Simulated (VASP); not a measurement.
# GaP (F-43m) in VASP: further runs

The runs below take GaP through single point, with PBE.

Program: VASP 6.6.1. These are calculated values, not measurements. Logs are shortened: lines on timing, memory, paths and dates and some standing lists are left out, and cuts for length are marked.

**Experimental background.**

From “Stacking defects in GaP nanowires: Electronic structure and optical properties”, 2018, arxiv:1810.01194, for a bulk crystal of GaP at 10 K: band gap 2.34 eV (indirect).

The results are compared with them further down.

## 1. The cell of the first run

Symmetry: F-43m, No. 216, cubic system. Conventional cell: a = 5.505 Å, b = 5.505 Å, c = 5.505 Å, α = 90.00°, β = 90.00°, γ = 90.00°. Within 3.1 Å of Ga (site symmetry -43m) lie 4 P at 2.38 Å. P (site symmetry -43m) has 4 Ga at 2.38 Å within 3.1 Å.

## 2. Single point, PBE

Contents of INCAR:

```
ALGO = Normal
EDIFF = 1E-6
ENCUT = 520
GGA = PE
ISIF = 2
ISMEAR = 0
LASPH = True
LCHARG = True
LELF = True
LREAL = False
LVHAR = True
LWAVE = False
NBANDS = 16
NELM = 80
PREC = Accurate
SIGMA = 0.05
```

Contents of KPOINTS:

```
k-points
0
Gamma
  10 10 10
```

Contents of POSCAR:

```
GaP
1.0
    0.0000000000      2.7525368112      2.7525368112
    2.7525368112      0.0000000000      2.7525368112
    2.7525368112      2.7525368112      0.0000000000
Ga P
1 1
Direct
    0.0000000000      0.0000000000      0.0000000000
    0.7500000000      0.7500000000      0.7500000000
```

Potentials or basis: VASP PAW PBE potentials, release 64 (Ga_d, P).

On the command line:

```sh
$ cat potpaw_PBE.64/Ga_d/POTCAR potpaw_PBE.64/P/POTCAR > POTCAR
$ mpirun -np 1 vasp_std > vasp.out
```

OUTCAR:

```text
EDIFF = 1E-6
   ENCUT = 520
   GGA = PE
   ISIF = 2
   ISMEAR = 0
   LASPH = True
   LREAL = False
   NELM = 80
   PREC = Accurate

 ion  position               nearest neighbor table
   1  0.000  0.000  0.000-   2 2.38   2 2.38   2 2.38   2 2.38
   2  0.750  0.750  0.750-   1 2.38   1 2.38   1 2.38   1 2.38

  LATTYP: Found a face centered cubic cell.
 ALAT       =     5.5050736224

  Lattice vectors:

 A1 = (   0.0000000000,   2.7525368112,   2.7525368112)
 A2 = (   2.7525368112,   0.0000000000,   2.7525368112)
 A3 = (   2.7525368112,   2.7525368112,   0.0000000000)

Analysis of symmetry for initial positions (statically):
=====================================================================
 Subroutine PRICEL returns:
 Original cell was already a primitive cell.

 Routine SETGRP: Setting up the symmetry group for a
 face centered cubic supercell.

 Subroutine GETGRP returns: Found 24 space group operations
 (whereof 24 operations were pure point group operations)
 out of a pool of 48 trial point group operations.

The static configuration has the point symmetry T_d .

Analysis of symmetry for dynamics (positions and initial velocities):
=====================================================================
 Subroutine PRICEL returns:
 Original cell was already a primitive cell.

 Routine SETGRP: Setting up the symmetry group for a
 face centered cubic supercell.

 Subroutine GETGRP returns: Found 24 space group operations
 (whereof 24 operations were pure point group operations)
 out of a pool of 48 trial point group operations.

The dynamic configuration has the point symmetry T_d .

 Subroutine INISYM returns: Found 24 space group operations
 (whereof 24 operations are pure point group operations),
 and found     1 'primitive' translations

----------------------------------------------------------------------------------------

                                     Primitive cell

  volume of cell :      41.7090

  direct lattice vectors                    reciprocal lattice vectors
     0.000000000  2.752536811  2.752536811    -0.181650613  0.181650613  0.181650613
     2.752536811  0.000000000  2.752536811     0.181650613 -0.181650613  0.181650613
     2.752536811  2.752536811  0.000000000     0.181650613  0.181650613 -0.181650613

  length of vectors
     3.892674889  3.892674889  3.892674889     0.314628092  0.314628092  0.314628092

  position of ions in fractional coordinates (direct lattice)
     0.000000000  0.000000000  0.000000000
     0.750000000  0.750000000  0.750000000

  ion indices of the primitive-cell ions
   primitive index   ion index
                 1           1
                 2           2

----------------------------------------------------------------------------------------

 KPOINTS: k-points

Automatic generation of k-mesh.
 Grid dimensions read from file:
 generate k-points for:   10   10   10

 Generating k-lattice:

  Cartesian coordinates                     Fractional coordinates (reciprocal lattice)
    -0.018165061  0.018165061  0.018165061     0.100000000  0.000000000  0.000000000
     0.018165061 -0.018165061  0.018165061     0.000000000  0.100000000  0.000000000
     0.018165061  0.018165061 -0.018165061     0.000000000  0.000000000  0.100000000

  Length of vectors
     0.031462809  0.031462809  0.031462809

  Shift w.r.t. Gamma in fractional coordinates (k-lattice)
     0.000000000  0.000000000  0.000000000

 Subroutine IBZKPT returns following result:
 ===========================================

 Found     47 irreducible k-points:

 Following reciprocal coordinates:
            Coordinates               Weight
  0.000000  0.000000  0.000000      1.000000
  0.100000  0.000000  0.000000      8.000000
  0.200000  0.000000  0.000000      8.000000
  0.300000  0.000000  0.000000      8.000000
  0.400000  0.000000  0.000000      8.000000
  0.500000  0.000000  0.000000      4.000000
[... 16 lines left out ...]
  0.300000  0.300000  0.000000      6.000000
  0.400000  0.300000  0.000000     24.000000
 [... further k-points ...]
   k-points           NKPTS =     47   k-points in BZ     NKDIM =     47   number of bands    NBANDS=     16
   number of dos      NEDOS =    301   number of ions     NIONS =      2
   total plane-waves  NPLWV =  27000
   dimension x,y,z NGX =    30 NGY =   30 NGZ =   30
   dimension x,y,z NGXF=    60 NGYF=   60 NGZF=   60
   ions per type =               1   1
   NGX,Y,Z   is equivalent  to a cutoff of  12.81, 12.81, 12.81 a.u.
   NGXF,Y,Z  is equivalent  to a cutoff of  25.62, 25.62, 25.62 a.u.
 SYSTEM =  unknown system
   PREC   = accura    normal or accurate (medium, high low for compatibility)
   ISTART =      0    job   : 0-new  1-cont  2-samecut
   ICHARG =      2    charge: 1-file 2-atom 10-const
   ISPIN  =      1    spin polarized calculation?
   LNONCOLLINEAR =      F non collinear calculations
   LSORBIT =      F    spin-orbit coupling
   LASPH  =      T    aspherical Exc in radial PAW
   ENCUT  =  520.0 eV  38.22 Ry    6.18 a.u.   7.24  7.24  7.24*2*pi/ulx,y,z
   NELM   =     80;   NELMIN=  2; NELMDL= -5     # of ELM steps
   EDIFF  = 0.1E-05   stopping-criterion for ELM
   LREAL  =      F    real-space projection
   EDIFFG = 0.1E-04   stopping-criterion for IOM
   NSW    =      0    number of steps for IOM
   IBRION =     -1    ionic relax: 0-MD 1-quasi-New 2-CG
   NFREE  =      0    steps in history (QN), initial steepest desc. (CG)
   ISIF   =      2    stress and relaxation
   ISYM   =      2    0-nonsym 1-usesym 2-fastsym
   POTIM  = 0.5000    time-step for ionic-motion
   TEBEG  =    0.0;   TEEND  =   0.0 temperature during run
   PSTRESS=    0.0 pullay stress
   NELECT =      18.0000    total number of electrons
   NUPDOWN=      -1.0000    fix difference up-down
   EMIN   =  10.00;   EMAX   =-10.00  energy-range for DOS
   EFERMI =   0.00;   METHOD = LEGACY
   ISMEAR =     0;   SIGMA  =   0.05  broadening in eV -4-tet -1-fermi 0-gaus
   EFERMI_NEDOS =   21; number of points for ismear=-14 and -15
   IALGO  =     38    algorithm
   IMIX   =      4    mixing-type and parameters
     AMIX     =   0.40;   BMIX     =  1.00
     AMIX_MAG =   1.60;   BMIX_MAG =  1.00
  volume/ion in A,a.u.               =      20.85       140.73
  Fermi-wavevector in a.u.,A,eV,Ry     =   1.237150  2.337875 20.824279  1.530541
  Thomas-Fermi vector in A             =   2.371730
   LORBIT       =      0    0 simple, 1 ext, 2 COOP (PROOUT), +10 PAW based schemes
   GGA     = PE    functional components
   LHFCALC =     F    Hartree Fock is set to
   AEXX    =    0.0000 exact exchange contribution
   IVDW    =     0    specifies the selected vdW correction
   LEPSILON=     F    determine dielectric tensor
   LRPA    =     F    only Hartree local field effects (RPA)
 non-spin polarized calculation
 Gauss-broadening in eV      SIGMA  =   0.05
  energy-cutoff  :      520.00
  volume of cell :       41.71
 maximum number of plane-waves:      1158
 NGX is ok and might be reduce to    30
   NGX = 15   NGY = 15   NGZ = 15

 number of electron      18.0000003 magnetization

 Free energy of the ion-electron system (eV)
  ---------------------------------------------------
  ext. energy  EPLUGINS =         0.00000000
  ---------------------------------------------------
  free energy    TOTEN  =        -9.12760746 eV

  energy without entropy =       -9.12760746  energy(sigma->0) =       -9.12760746

 E-fermi :   4.5492     XC(G=0):  -9.6980

 val. band max:        4.3507186031   @ k =   0.0000   0.0000   0.0000
 cond. band min:       5.9310801504   @ k =   0.0000   0.0000   0.0000
 fundamental gap:      1.5803615473
 Fermi energy:         4.5492329704

 k-point     1 :       0.0000    0.0000    0.0000
  band No.  band energies     occupation
      1     -10.1513      2.00000
      2     -10.1513      2.00000
      3     -10.1513      2.00000
      4     -10.0604      2.00000
      5     -10.0604      2.00000
      6      -7.9200      2.00000
[... 8 lines left out ...]
     15      14.0970      0.00000
     16      14.0970      0.00000

 k-point     2 :       0.1000    0.0000    0.0000
  band No.  band energies     occupation
      1     -10.1591      2.00000
      2     -10.1485      2.00000
      3     -10.1485      2.00000
      4     -10.0604      2.00000
      5     -10.0604      2.00000
      6      -7.7950      2.00000
[... 8 lines left out ...]
     15      13.6424      0.00000
     16      13.6424      0.00000

 k-point     3 :       0.2000    0.0000    0.0000
  band No.  band energies     occupation
      1     -10.1783      2.00000
      2     -10.1417      2.00000
      3     -10.1417      2.00000
      4     -10.0600      2.00000
      5     -10.0600      2.00000
      6      -7.4327      2.00000
[... 8 lines left out ...]
     15      13.2298      0.00000
     16      14.3533      0.00000

 k-point     4 :       0.3000    0.0000    0.0000
  band No.  band energies     occupation
      1     -10.2004      2.00000
      2     -10.1346      2.00000
      3     -10.1346      2.00000
      4     -10.0580      2.00000
      5     -10.0580      2.00000
      6      -6.8796      2.00000
[... 8 lines left out ...]
     15      13.6196      0.00000
     16      14.0101      0.00000

 k-point     5 :       0.4000    0.0000    0.0000
  band No.  band energies     occupation
      1     -10.2172      2.00000
      2     -10.1302      2.00000
      3     -10.1302      2.00000
      4     -10.0552      2.00000
      5     -10.0552      2.00000
      6      -6.2671      2.00000
[... 8 lines left out ...]
     15      14.8128      0.00000
     16      14.8128      0.00000

 k-point     6 :       0.5000    0.0000    0.0000
  band No.  band energies     occupation
      1     -10.2234      2.00000
      2     -10.1288      2.00000
      3     -10.1288      2.00000
      4     -10.0537      2.00000
      5     -10.0537      2.00000
      6      -5.9507      2.00000
[... 8 lines left out ...]
     15      15.9415      0.00000
     16      15.9415      0.00000

 k-point     7 :       0.1000    0.1000    0.0000
  band No.  band energies     occupation
      1     -10.1644      2.00000
      2     -10.1459      2.00000
      3     -10.1459      2.00000
      4     -10.0627      2.00000
      5     -10.0585      2.00000
      6      -7.7534      2.00000
[... 8 lines left out ...]
     15      13.8610      0.00000
     16      14.2518      0.00000

 k-point     8 :       0.2000    0.1000    0.0000
  band No.  band energies     occupation
      1     -10.1801      2.00000
      2     -10.1403      2.00000
      3     -10.1390      2.00000
      4     -10.0647      2.00000
      5     -10.0567      2.00000
      6      -7.4699      2.00000
[... 8 lines left out ...]
     15      14.1238      0.00000
     16      14.8443      0.00000

 k-point     9 :       0.3000    0.1000    0.0000
  band No.  band energies     occupation
      1     -10.1992      2.00000
      2     -10.1343      2.00000
      3     -10.1315      2.00000
      4     -10.0647      2.00000
      5     -10.0546      2.00000
      6      -6.9769      2.00000
[... 8 lines left out ...]
     15      14.3326      0.00000
     16      14.9015      0.00000
[... 172 lines left out ...]
 k-point    19 :       0.5000    0.2000    0.0000
  band No.  band energies     occupation
      1     -10.2294      2.00000
      2     -10.1214      2.00000
      3     -10.1150      2.00000
      4     -10.0676      2.00000
      5     -10.0507      2.00000
      6      -5.7499      2.00000
[... 8 lines left out ...]
     15      15.9796      0.00000
     16      16.8740      0.00000

 k-point    20 :      -0.4000    0.2000    0.0000
  band No.  band energies     occupation
      1     -10.2280      2.00000
      2     -10.1230      2.00000
      3     -10.1165      2.00000
      4     -10.0621      2.00000
      5     -10.0553      2.00000
      6      -5.6565      2.00000
[... 8 lines left out ...]
     15      14.3458      0.00000
     16      16.7157      0.00000

 k-point    21 :      -0.3000    0.2000    0.0000
  band No.  band energies     occupation
      1     -10.2194      2.00000
      2     -10.1253      2.00000
      3     -10.1218      2.00000
      4     -10.0607      2.00000
      5     -10.0581      2.00000
      6      -6.1048      2.00000
[... 8 lines left out ...]
     15      15.1909      0.00000
     16      17.0265      0.00000

 k-point    22 :      -0.2000    0.2000    0.0000
  band No.  band energies     occupation
      1     -10.2059      2.00000
      2     -10.1301      2.00000
      3     -10.1291      2.00000
      4     -10.0634      2.00000
      5     -10.0564      2.00000
      6      -6.6898      2.00000
[... 8 lines left out ...]
     15      15.5074      0.00000
     16      16.2451      0.00000

 k-point    23 :       0.3000    0.3000    0.0000
  band No.  band energies     occupation
      1     -10.2266      2.00000
      2     -10.1134      2.00000
      3     -10.1134      2.00000
      4     -10.0797      2.00000
      5     -10.0475      2.00000
      6      -6.5173      2.00000
[... 8 lines left out ...]
     15      15.4186      0.00000
     16      17.9111      0.00000

 k-point    24 :       0.4000    0.3000    0.0000
  band No.  band energies     occupation
      1     -10.2376      2.00000
      2     -10.1081      2.00000
      3     -10.1062      2.00000
      4     -10.0820      2.00000
      5     -10.0456      2.00000
      6      -6.0210      2.00000
[... 8 lines left out ...]
     15      16.0526      0.00000
     16      17.9006      0.00000

 [... further k-points ...]
[... 5 lines left out ...]
  --------------------------------------------------------------------------------------
  -------------------------------------------------------------------------------------
  Total       -0.0053073     -0.0053073     -0.0053073      0.0000000      0.0000000     -0.0000000
  in kB       -0.2038689     -0.2038689     -0.2038689      0.0000000      0.0000000     -0.0000000
  external PRESSURE =      -0.2038689 kB  Pullay stress =       0.0000000 kB

 VOLUME and BASIS-vectors are now :
 -----------------------------------------------------------------------------
  energy-cutoff  :      520.00
  volume of cell :       41.71
      direct lattice vectors                 reciprocal lattice vectors
     0.000000000  2.752536811  2.752536811    -0.181650613  0.181650613  0.181650613
     2.752536811  0.000000000  2.752536811     0.181650613 -0.181650613  0.181650613
     2.752536811  2.752536811  0.000000000     0.181650613  0.181650613 -0.181650613

 POSITION                                       TOTAL-FORCE (eV/Angst)
 -----------------------------------------------------------------------------------
      0.00000      0.00000      0.00000        -0.000000     -0.000000     -0.000000
      4.12881      4.12881      4.12881         0.000000      0.000000      0.000000
 -----------------------------------------------------------------------------------
    total drift:                               -0.000002     -0.000002     -0.000002

  FREE ENERGIE OF THE ION-ELECTRON SYSTEM (eV)
  ---------------------------------------------------
  free  energy   TOTEN  =        -9.1276074613 eV

  energy  without entropy=       -9.1276074613  energy(sigma->0) =       -9.12760746
```

Wall time 32 s (1 thread of AMD EPYC 9R45 (Zen 5), shared host); peak memory 0.15 GiB.

What came out:

- Free energy: -9.1276 eV
- Pressure: 0.0 GPa
- Band gap on the k mesh: 1.58 eV, direct

(Part 1 of 2 ends here.)
